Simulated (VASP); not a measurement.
Runs of VASP 6.6.1 on Cs. The structure is that of space group P6_3/mmc (No. 194), or close to it. The cells are those of the table. This isn't the form of Cs at room conditions, which is bcc.

```csv
cell,k mesh,gap on the mesh (eV),pressure (GPa)
"a = 5.329, b = 5.329, c = 17.478 Å, angles 90.0, 90.0, 120.0°, 4 atoms",8 × 8 × 2,none,0.2
"a = 5.479, b = 5.479, c = 17.970 Å, angles 90.0, 90.0, 120.0°, 4 atoms",7 × 7 × 2,none,0.0
"a = 5.479, b = 5.479, c = 17.970 Å, angles 90.0, 90.0, 120.0°, 4 atoms",8 × 8 × 2,none,0.0
"a = 5.405, b = 5.405, c = 17.727 Å, angles 90.0, 90.0, 120.0°, 4 atoms",8 × 8 × 2,none,0.1
"a = 5.251, b = 5.251, c = 17.221 Å, angles 90.0, 90.0, 120.0°, 4 atoms",8 × 8 × 2,none,(a)
```

Alike in all rows: task single point; level PBE; potentials or basis VASP PAW PBE potentials, release 64 (Cs_sv); no spin polarisation; cutoff (eV) 520; smearing fermi-dirac 0.1 eV.

Q: Estimate the missing entries.

A: (a) 0.3.

Caveats: spin-orbit coupling is left out, which moves the levels of the heavy elements.

A k mesh can miss the band edges, and the runs leave out spin-orbit coupling on Cs.

A gap of «none» marks levels without a gap at the run's occupations.
